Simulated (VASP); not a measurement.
# BN in VASP: a series of runs

The runs below take BN through single point, with PBE.

Everything below comes from runs of VASP 6.6.1. Logs are shortened: lines on timing, memory, paths and dates and some standing lists are left out, and cuts for length are marked.

## Step 1: The cell of the first run

It takes space group P6_3/mmc (No. 194, hexagonal). Conventional cell: a = 2.498 Å, b = 2.498 Å, c = 6.636 Å, α = 90.00°, β = 90.00°, γ = 120.00°. Within 1.9 Å of B (site symmetry -6m2) lie 3 N at 1.44 Å. N (site symmetry -6m2) has 3 B at 1.44 Å within 1.9 Å.

## Step 2: Single point, PBE

The input, INCAR:

```
ALGO = Normal
EDIFF = 1E-6
ENCUT = 520
GGA = PE
ISIF = 2
ISMEAR = 0
LASPH = True
LCHARG = True
LELF = True
LREAL = False
LVHAR = True
LWAVE = False
NBANDS = 16
NELM = 80
PREC = Accurate
SIGMA = 0.01
```

The input, KPOINTS:

```
k-points
0
Gamma
  6 6 2
```

The input, POSCAR:

```
BN
1.0
    2.4982400000      0.0000000000      0.0000000000
   -1.2491200000      2.1635393000      0.0000000000
    0.0000000000      0.0000000000      6.6357000000
B N
2 2
Direct
    0.3333333333      0.6666666667      0.2500000000
    0.6666666667      0.3333333333      0.7500000000
    0.3333333333      0.6666666667      0.7500000000
    0.6666666667      0.3333333333      0.2500000000
```

Potentials or basis: VASP PAW PBE potentials, release 64 (B, N).

Started as:

```
$ cat potpaw_PBE.64/B/POTCAR potpaw_PBE.64/N/POTCAR > POTCAR
$ mpirun -np 1 vasp_std > vasp.out
```

OUTCAR:

```text
EDIFF = 1E-6
   ENCUT = 520
   GGA = PE
   ISIF = 2
   ISMEAR = 0
   LASPH = True
   LREAL = False
   NELM = 80
   PREC = Accurate

 ion  position               nearest neighbor table
   1  0.333  0.667  0.250-   4 1.44   4 1.44   4 1.44
   2  0.667  0.333  0.750-   3 1.44   3 1.44   3 1.44
   3  0.333  0.667  0.750-   2 1.44   2 1.44   2 1.44
   4  0.667  0.333  0.250-   1 1.44   1 1.44   1 1.44

  LATTYP: Found a hexagonal cell.
 ALAT       =     2.4982400000
 C/A-ratio  =     2.6561499296

  Lattice vectors:

 A1 = (   2.4982400000,   0.0000000000,   0.0000000000)
 A2 = (  -1.2491200000,   2.1635393000,   0.0000000000)
 A3 = (   0.0000000000,   0.0000000000,   6.6357000000)

Analysis of symmetry for initial positions (statically):
=====================================================================
 Subroutine PRICEL returns:
 Original cell was already a primitive cell.

 Routine SETGRP: Setting up the symmetry group for a
 hexagonal supercell.

 Subroutine GETGRP returns: Found 24 space group operations
 (whereof 12 operations were pure point group operations)
 out of a pool of 24 trial point group operations.

The static configuration has the point symmetry D_3d.
 The point group associated with its full space group is D_6h.

Analysis of symmetry for dynamics (positions and initial velocities):
=====================================================================
 Subroutine PRICEL returns:
 Original cell was already a primitive cell.

 Routine SETGRP: Setting up the symmetry group for a
 hexagonal supercell.

 Subroutine GETGRP returns: Found 24 space group operations
 (whereof 12 operations were pure point group operations)
 out of a pool of 24 trial point group operations.

The dynamic configuration has the point symmetry D_3d.
 The point group associated with its full space group is D_6h.

 Subroutine INISYM returns: Found 24 space group operations
 (whereof 12 operations are pure point group operations),
 and found     1 'primitive' translations

----------------------------------------------------------------------------------------

                                     Primitive cell

  volume of cell :      35.8662

  direct lattice vectors                    reciprocal lattice vectors
     2.498240000  0.000000000  0.000000000     0.400281798  0.231102805  0.000000000
    -1.249120000  2.163539300  0.000000000     0.000000000  0.462205609  0.000000000
     0.000000000  0.000000000  6.635700000     0.000000000  0.000000000  0.150700002

  length of vectors
     2.498240000  2.498239996  6.635700000     0.462205608  0.462205609  0.150700002

  position of ions in fractional coordinates (direct lattice)
     0.333333333  0.666666667  0.250000000
     0.666666667  0.333333333  0.750000000
     0.333333333  0.666666667  0.750000000
     0.666666667  0.333333333  0.250000000

  ion indices of the primitive-cell ions
   primitive index   ion index
                 1           1
                 2           2
                 3           3
                 4           4

----------------------------------------------------------------------------------------

 KPOINTS: k-points

Automatic generation of k-mesh.
 Grid dimensions read from file:
 generate k-points for:    6    6    2

 Generating k-lattice:

  Cartesian coordinates                     Fractional coordinates (reciprocal lattice)
     0.066713633  0.038517134  0.000000000     0.166666667 -0.000000000  0.000000000
     0.000000000  0.077034268  0.000000000     0.000000000  0.166666667  0.000000000
     0.000000000  0.000000000  0.075350001     0.000000000  0.000000000  0.500000000

  Length of vectors
     0.077034268  0.077034268  0.075350001

  Shift w.r.t. Gamma in fractional coordinates (k-lattice)
     0.000000000  0.000000000  0.000000000

 Subroutine IBZKPT returns following result:
 ===========================================

 Found     14 irreducible k-points:

 Following reciprocal coordinates:
            Coordinates               Weight
  0.000000  0.000000  0.000000      1.000000
  0.166667 -0.000000  0.000000      6.000000
  0.333333  0.000000  0.000000      6.000000
  0.500000 -0.000000  0.000000      3.000000
  0.166667  0.166667  0.000000      6.000000
  0.333333  0.166667  0.000000     12.000000
  0.333333  0.333333  0.000000      2.000000
  0.000000  0.000000  0.500000      1.000000
  0.166667 -0.000000  0.500000      6.000000
  0.333333  0.000000  0.500000      6.000000
  0.500000 -0.000000  0.500000      3.000000
  0.166667  0.166667  0.500000      6.000000
  0.333333  0.166667  0.500000     12.000000
  0.333333  0.333333  0.500000      2.000000
   k-points           NKPTS =     14   k-points in BZ     NKDIM =     14   number of bands    NBANDS=     16
   number of dos      NEDOS =    301   number of ions     NIONS =      4
   total plane-waves  NPLWV =  20000
   dimension x,y,z NGX =    20 NGY =   20 NGZ =   50
   dimension x,y,z NGXF=    40 NGYF=   40 NGZF=  100
   ions per type =               2   2
   NGX,Y,Z   is equivalent  to a cutoff of  13.31, 13.31, 12.53 a.u.
   NGXF,Y,Z  is equivalent  to a cutoff of  26.62, 26.62, 25.05 a.u.
 SYSTEM =  unknown system
   PREC   = accura    normal or accurate (medium, high low for compatibility)
   ISTART =      0    job   : 0-new  1-cont  2-samecut
   ICHARG =      2    charge: 1-file 2-atom 10-const
   ISPIN  =      1    spin polarized calculation?
   LNONCOLLINEAR =      F non collinear calculations
   LSORBIT =      F    spin-orbit coupling
   LASPH  =      T    aspherical Exc in radial PAW
   ENCUT  =  520.0 eV  38.22 Ry    6.18 a.u.   4.65  4.65 12.34*2*pi/ulx,y,z
   NELM   =     80;   NELMIN=  2; NELMDL= -5     # of ELM steps
   EDIFF  = 0.1E-05   stopping-criterion for ELM
   LREAL  =      F    real-space projection
   EDIFFG = 0.1E-04   stopping-criterion for IOM
   NSW    =      0    number of steps for IOM
   IBRION =     -1    ionic relax: 0-MD 1-quasi-New 2-CG
   NFREE  =      0    steps in history (QN), initial steepest desc. (CG)
   ISIF   =      2    stress and relaxation
   ISYM   =      2    0-nonsym 1-usesym 2-fastsym
   POTIM  = 0.5000    time-step for ionic-motion
   TEBEG  =    0.0;   TEEND  =   0.0 temperature during run
   PSTRESS=    0.0 pullay stress
   NELECT =      16.0000    total number of electrons
   NUPDOWN=      -1.0000    fix difference up-down
   EMIN   =  10.00;   EMAX   =-10.00  energy-range for DOS
   EFERMI =   0.00;   METHOD = LEGACY
   ISMEAR =     0;   SIGMA  =   0.01  broadening in eV -4-tet -1-fermi 0-gaus
   EFERMI_NEDOS =   21; number of points for ismear=-14 and -15
   IALGO  =     38    algorithm
   IMIX   =      4    mixing-type and parameters
     AMIX     =   0.40;   BMIX     =  1.00
     AMIX_MAG =   1.60;   BMIX_MAG =  1.00
  volume/ion in A,a.u.               =       8.97        60.51
  Fermi-wavevector in a.u.,A,eV,Ry     =   1.250891  2.363842 21.289433  1.564729
  Thomas-Fermi vector in A             =   2.384864
   LORBIT       =      0    0 simple, 1 ext, 2 COOP (PROOUT), +10 PAW based schemes
   GGA     = PE    functional components
   LHFCALC =     F    Hartree Fock is set to
   AEXX    =    0.0000 exact exchange contribution
   IVDW    =     0    specifies the selected vdW correction
   LEPSILON=     F    determine dielectric tensor
   LRPA    =     F    only Hartree local field effects (RPA)
 non-spin polarized calculation
 Gauss-broadening in eV      SIGMA  =   0.01
  energy-cutoff  :      520.00
  volume of cell :       35.87
 maximum number of plane-waves:       985
 NGX is ok and might be reduce to    20
   NGX =  9   NGY =  9   NGZ = 25

 number of electron      15.9999997 magnetization

 Free energy of the ion-electron system (eV)
  ---------------------------------------------------
  ext. energy  EPLUGINS =         0.00000000
  ---------------------------------------------------
  free energy    TOTEN  =       -35.14552873 eV

  energy without entropy =      -35.14552873  energy(sigma->0) =      -35.14552873

 E-fermi :   2.4334     XC(G=0): -10.0884

 val. band max:        2.3085252694   @ k =   0.3333   0.3333   0.5000
 cond. band min:       6.5953790222   @ k =   0.5000  -0.0000   0.0000
 fundamental gap:      4.2868537527
 Fermi energy:         2.4334189090

 k-point     1 :       0.0000    0.0000    0.0000
  band No.  band energies     occupation
      1     -15.5311      2.00000
      2     -15.2357      2.00000
      3      -3.9417      2.00000
      4      -1.8135      2.00000
      5       0.9869      2.00000
      6       0.9869      2.00000
[... 8 lines left out ...]
     15      14.6589      0.00000
     16      15.4192      0.00000

 k-point     2 :       0.1667   -0.0000    0.0000
  band No.  band energies     occupation
      1     -14.9915      2.00000
      2     -14.7149      2.00000
      3      -3.1978      2.00000
      4      -1.1494      2.00000
      5      -0.9937      2.00000
      6      -0.9541      2.00000
[... 8 lines left out ...]
     15      16.2521      0.00000
     16      16.2596      0.00000

 k-point     3 :       0.3333    0.0000    0.0000
  band No.  band energies     occupation
      1     -13.5335      2.00000
      2     -13.3219      2.00000
      3      -4.5999      2.00000
      4      -4.5188      2.00000
      5      -1.2852      2.00000
      6      -1.2240      2.00000
[... 8 lines left out ...]
     15      18.1220      0.00000
     16      20.9754      0.00000

 k-point     4 :       0.5000   -0.0000    0.0000
  band No.  band energies     occupation
      1     -12.3106      2.00000
      2     -12.2396      2.00000
      3      -6.6194      2.00000
      4      -6.5555      2.00000
      5      -1.8436      2.00000
      6      -1.7789      2.00000
[... 8 lines left out ...]
     15      17.6227      0.00000
     16      21.1374      0.00000
[... 134 lines left out ...]
 k-point    12 :       0.1667    0.1667    0.5000
  band No.  band energies     occupation
      1     -13.8647      2.00000
      2     -13.8647      2.00000
      3      -3.2027      2.00000
      4      -3.2027      2.00000
      5      -1.6041      2.00000
      6      -1.6041      2.00000
[... 8 lines left out ...]
     15      17.3281      0.00000
     16      17.3281      0.00000

 k-point    13 :       0.3333    0.1667    0.5000
  band No.  band energies     occupation
      1     -12.3684      2.00000
      2     -12.3684      2.00000
      3      -5.7629      2.00000
      4      -5.7629      2.00000
      5      -2.9937      2.00000
      6      -2.9937      2.00000
[... 8 lines left out ...]
     15      18.5315      0.00000
     16      18.5315      0.00000

 k-point    14 :       0.3333    0.3333    0.5000
  band No.  band energies     occupation
      1     -11.6856      2.00000
      2     -11.6856      2.00000
      3      -5.6215      2.00000
      4      -5.6215      2.00000
      5      -4.8494      2.00000
      6      -4.8494      2.00000
[... 8 lines left out ...]
     15      19.9927      0.00000
     16      19.9930      0.00000

------------------------ aborting loop because EDIFF is reached ----------------------------------------

  FORCE on cell =-STRESS in cart. coord.  units (eV):
  Direction    XX          YY          ZZ          XY          YZ          ZX
  --------------------------------------------------------------------------------------
  -------------------------------------------------------------------------------------
  Total        1.4033212      1.4033212      0.6515164      0.0000000      0.0000000     -0.0000000
  in kB       62.6876471     62.6876469     29.1038363      0.0000000      0.0000000     -0.0000000
  external PRESSURE =      51.4930434 kB  Pullay stress =       0.0000000 kB

 VOLUME and BASIS-vectors are now :
 -----------------------------------------------------------------------------
  energy-cutoff  :      520.00
  volume of cell :       35.87
      direct lattice vectors                 reciprocal lattice vectors
     2.498240000  0.000000000  0.000000000     0.400281798  0.231102805  0.000000000
    -1.249120000  2.163539300  0.000000000     0.000000000  0.462205609  0.000000000
     0.000000000  0.000000000  6.635700000     0.000000000  0.000000000  0.150700002

 POSITION                                       TOTAL-FORCE (eV/Angst)
 -----------------------------------------------------------------------------------
     -0.00000      1.44236      1.65892        -0.000000     -0.000000      0.000000
      1.24912      0.72118      4.97677         0.000000      0.000000      0.000000
     -0.00000      1.44236      4.97677         0.000000      0.000000      0.000000
      1.24912      0.72118      1.65892        -0.000000     -0.000000      0.000000
 -----------------------------------------------------------------------------------
    total drift:                                0.000000     -0.000000      0.000000

  FREE ENERGIE OF THE ION-ELECTRON SYSTEM (eV)
  ---------------------------------------------------
  free  energy   TOTEN  =       -35.1455287325 eV

  energy  without entropy=      -35.1455287325  energy(sigma->0) =      -35.14552873
```

It took 8.3 s on 1 thread of Intel Xeon 6975P-C, shared host; peak memory 0.14 GiB.

Results:

* Free energy: -35.1455 eV
* Pressure: 5.1 GPa
* Band gap on the k mesh: 4.29 eV, indirect (least direct gap 4.66 eV)

Stress tensor (GPa, compression positive):
```
6.27 0.00 0.00
0.00 6.27 0.00
0.00 0.00 2.91
```

Caveat: the k points lie up to 0.48 Å⁻¹ apart; this functional lacks dispersion, which binds the layers, so the pressure and a relaxed spacing across them are unreliable. PBE gaps usually lie below the measured ones, often by a third to a half.

## Step 3: Single point, PBE

The input, INCAR:

```
  PREC = Accurate
  ENCUT = 520
  EDIFF = 1E-6
  ISMEAR = 0
  SIGMA = 0.01
  LREAL = False
  LASPH = True
  NELM = 60
  ALGO = Normal
  ISIF = 2
  LWAVE = False
  LCHARG = False
  GGA = PE
  NBANDS = 16
```

The input, KPOINTS:

```
Automatic mesh
0
Gamma
  6 6 2
```

POSCAR, as its differences from that of step 2:

```diff
@@ -10,3 +10,3 @@
     0.6666666667      0.3333333333      0.7500000000
-    0.3333333333      0.6666666667      0.7500000000
+    0.3333333333      0.6766666667      0.7500000000
     0.6666666667      0.3333333333      0.2500000000
```

Potentials or basis: VASP PAW PBE potentials, release 64 (B, N).

Started as:

```
$ cat potpaw_PBE.64/B/POTCAR potpaw_PBE.64/N/POTCAR > POTCAR
$ mpirun -np 1 vasp_std > vasp.out
```

Run time: 14 s. Hardware: 1 thread of Intel Xeon 6975P-C, shared host; peak memory 0.15 GiB.

It converged, with:

```yaml
Free_energy: -35.1324 eV
Pressure: 5.3 GPa
Largest_force: 1.055 eV/Å
Band_gap_on_the_k_mesh: 4.25 eV, indirect (least direct gap 4.66 eV)
```

Forces in eV/Å, atoms in the order of the input:
```
B    0.000  0.000  0.000
B   -0.491  0.932  0.000
N    0.492 -0.934  0.000
N   -0.001  0.002  0.000
```

Stress tensor (GPa, compression positive):
```
5.13 0.70 0.00
0.70 7.76 0.00
0.00 0.00 2.91
```

Levels at points of the mesh, in eV from the valence-band top:
```csv
k point,band 4,band 5,band 6,band 7,band 8,band 9,band 10,band 11,band 12,band 13
"(0.00, 0.00, 0.00)",-4.12,-1.59,-1.30,-1.30,-1.01,5.27,10.35,11.27,11.66,11.68
"(0.50, 0.00, 0.00)",-8.86,-4.15,-4.08,-1.45,-0.44,4.29,5.67,9.59,10.02,12.75
"(0.00, 0.50, 0.00)",-8.88,-4.13,-3.98,-1.40,-0.42,4.25,5.55,9.62,10.05,12.73
"(0.50, 0.50, 0.00)",-8.83,-4.26,-4.11,-1.50,-0.45,4.32,5.79,9.57,10.02,12.78
"(0.00, 0.00, 0.50)",-5.31,-1.59,-1.30,-1.30,-1.01,7.64,7.64,11.28,11.67,11.67
"(0.50, 0.00, 0.50)",-8.90,-4.12,-4.11,-0.92,-0.92,4.75,4.76,9.97,9.99,13.64
"(0.00, 0.50, 0.50)",-8.90,-4.12,-3.99,-0.92,-0.84,4.59,4.75,10.00,10.03,13.61
"(0.50, 0.50, 0.50)",-8.86,-4.25,-4.12,-1.01,-0.92,4.75,4.92,9.95,9.99,13.62
```

Caveat: the k points lie up to 0.48 Å⁻¹ apart; this functional lacks dispersion, which binds the layers, so the pressure and a relaxed spacing across them are unreliable; forces of over 1 eV/Å act on the atoms, so gaps and moduli don't describe the material at rest. A k mesh can miss the band edges.

[end of part 1 of 2]
